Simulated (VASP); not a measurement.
The system is Sn3Br.

```xyz
4
Lattice="4.6634 0.0000 0.0000 0.0000 4.6634 0.0000 0.0000 0.0000 4.6634" Properties=species:S:1:pos:R:3 pbc="T T T"
Sn    0.0000    2.3317    2.3317
Sn    2.3317    2.3317    0.0000
Sn    2.3317    0.0000    2.3317
Br    0.0000    0.0000    0.0000
```

The cell was built from a structure type or drawn by symmetry, and may not be a known phase.

```yaml
Program: VASP 6.6.1
Task: relaxation of cell and atoms
Functional: PBE
Potentials_or_basis: VASP PAW PBE potentials, release 64 (Sn_d, Br)
Cutoff: 600 eV
k_mesh: 4 × 4 × 4
Occupations: gaussian, width 0.1 eV
Spin: no spin polarisation
```

At the start: pressure 5.8 GPa; volume 25.35 Å³/atom.

Problem. How do energy, volume and symmetry change on relaxing?

Solution. Over 3 steps the energy falls by 48.0 meV/atom and the volume is 28.31 Å³/atom (+11.6 %); space group Pm-3m (No. 221, to 0.1 Å) before and after.

The path:
```csv
step,energy change (eV),largest force (eV/Å),pressure (GPa),volume (Å³)
1,0.0000,0.0000,5.80,101.42
2,-0.1871,0.0000,-0.72,115.48
3,-0.1921,0.0000,0.00,113.23
```

Final structure:
```xyz
4
Lattice="4.8379 0.0000 0.0000 0.0000 4.8379 0.0000 0.0000 0.0000 4.8379" Properties=species:S:1:pos:R:3 pbc="T T T"
Sn    0.0000    2.4189    2.4189
Sn    2.4189    2.4189    0.0000
Sn    2.4189    0.0000    2.4189
Br    0.0000    0.0000    0.0000
```

Caveat: an odd number of electrons without spin polarisation forces a metal; a magnetic or distorted state may lie lower.
